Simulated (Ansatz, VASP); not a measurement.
**Ca2As2Pt in VASP and in Ansatz**

```
Pt Ca As
1.0
     0.00000    4.45512    0.00000
     4.45512    0.00000    0.00000
     2.22756    2.22756   -5.25961
Pt Ca As
1 2 2
Direct
  0.00000 0.00000 0.00000
  0.75000 0.25000 0.50000
  0.25000 0.75000 0.50000
  0.38420 0.38420 0.23160
  0.61580 0.61580 0.76840
```

Alike in both runs: task single point; functional PBE; k mesh 5 × 5 × 5; no spin polarisation.

|  | VASP | Ansatz |
| --- | --- | --- |
| version | VASP 6.6.1 | Ansatz 0.2.0 |
| potentials or method | VASP PAW PBE potentials, release 64 (Pt, Ca_sv, As), cutoff 520 eV | PAW plane waves |
| occupations | methfessel-paxton of order 1, width 0.1129 eV | cold, width 0.1129 eV |
| valence electrons in the cell | 40 | 68 |

Ansatz gave:

* gap on the k mesh at the Fermi level (eV): none
* pressure (GPa): 14.6
* traceless stress, the component that is largest in VASP (GPa): -9.13
* rms of the force components (eV/Å): 1.288

**Question.** Which values does VASP return?

**Answer.** gap on the k mesh at the Fermi level (eV): none; pressure (GPa): 15.0; traceless stress, the component that is largest in VASP (GPa): -9.15; rms of the force components (eV/Å): 1.295.

Atom by atom the forces differ by 0.007 eV/Å (rms over components). A gap of «none» marks a metal or a gap that the smearing closes. VASP's potentials hold 40 valence electrons a cell and Ansatz's 68, so a difference there can come from the potentials and not from the codes.

Spin-orbit coupling is off throughout.
